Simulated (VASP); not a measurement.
Here is a VASP 6.6.1 calculation.

The input INCAR:

```
SYSTEM = Pt
PREC = Accurate
ENCUT = 570
EDIFF = 1E-6
ISMEAR = 0
SIGMA = 0.1
LREAL = .FALSE.
LASPH = .TRUE.
NELM = 120
ALGO = Normal
ISIF = 2
LWAVE = .FALSE.
LCHARG = .TRUE.
GGA = PS
LELF = .TRUE.
LVHAR = .TRUE.
NBANDS = 44
GGA_COMPAT = .FALSE.
```

The input KPOINTS:

```
regular mesh
0
G
  6 6 4
  0 0 0
```

File POSCAR:

```
Pt
1.0
    3.5578603427      0.0000000000      0.0000000000
   -1.7789301714      3.0811974399      0.0000000000
    0.0000000000      0.0000000000      5.8704695655
Pt
4
Direct
    0.3333333333      0.6666666667      0.4375000000
    0.6666666667      0.3333333333      0.9375000000
    0.6666666667      0.3333333333      0.5625000000
    0.3333333333      0.6666666667      0.0625000000
```

Potentials or basis: VASP PAW PBE potentials, release 64 (Pt_sv_GW).

Launch:

```bash
$ cat potpaw_PBE.64/Pt_sv_GW/POTCAR > POTCAR
$ mpirun -np 1 vasp_std > vasp.out
```

(1) Estimate the pressure.

(2) Estimate the band gap on the k mesh.

Answers

(1) 120.7 GPa.

(2) zero (bands 36 and 37 overlap by 0.67 eV).

Caveat: the stress differs along the axes, from 113 to 124 GPa; the PAW data sets were made with another functional, which shifts forces and pressure a little; spin-orbit coupling is left out, which moves the levels of the heavy elements.
